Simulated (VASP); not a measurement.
Ir, 2 atoms in the cell. It takes space group P6_3/mmc (No. 194, hexagonal). Conventional cell: a = 2.869 Å, b = 2.869 Å, c = 4.647 Å, α = 90.00°, β = 90.00°, γ = 120.00°. Ir (site symmetry -6m2) has 12 Ir at 2.85 to 2.87 Å within 3.8 Å.  This cell differs from its parent crystal: volume scaled by 1.08.

| Quantity | Value |
| --- | --- |
| Program | VASP 6.6.1 |
| Task | single point |
| Functional | BLYP |
| Potentials or basis | VASP PAW PBE potentials, release 64 (Ir) |
| Cutoff | 520 eV |
| k mesh | 15 × 15 × 8 |
| Occupations | fermi-dirac, width 0.1 eV |
| Spin | no spin polarisation |
| Dipole correction | no |
| Further INCAR settings | ALGO = Normal; EDIFF = 1e-07; NBANDS = 16 |

Potentials or basis: VASP PAW PBE potentials, release 64 (Ir).

Launch:

```sh
$ cat potpaw_PBE.64/Ir/POTCAR > POTCAR
$ mpirun -np 1 vasp_std > vasp.out
```

Hardware: 1 thread of AMD EPYC 7R13, with other jobs on the host.

Estimate the wall time of this run.

It took 3.3 min on 1 thread of AMD EPYC 7R13 (shared host), peak memory 0.17 GiB. Counts: scf iterations 14, k points 135.
